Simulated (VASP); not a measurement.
Ge, 4 atoms in the cell. The cell holds a slab with vacuum, 4 atoms: a = 4.023 Å, b = 4.023 Å, c = 18.869 Å, α = 90.00°, β = 90.00°, γ = 120.00°.  This cell differs from its parent crystal: layers slid over each other.

- Program: VASP 6.6.1
- Task: single point
- Functional: PBE
- Dispersion: D3(BJ)
- Potentials or basis: VASP PAW PBE potentials, release 64 (Ge_d)
- Cutoff: 520 eV
- k mesh: 9 × 9 × 1
- Occupations: gaussian, width 0.1 eV
- Spin: no spin polarisation
- Dipole correction: yes
- Further INCAR settings: ALGO = Normal; EDIFF = 1e-07; NBANDS = 36

Potentials or basis: VASP PAW PBE potentials, release 64 (Ge_d).

Run with:

```sh
$ cat potpaw_PBE.64/Ge_d/POTCAR > POTCAR
$ mpirun -np 1 vasp_std > vasp.out
```

Hardware: 1 thread of AMD EPYC 7R13 (shared host).

**Question.** How long does it take, and how much memory?

**Answer.** It took 9.8 min on 1 thread of AMD EPYC 7R13 (shared host), peak memory 0.42 GiB. Counts: scf iterations 23, k points 25.
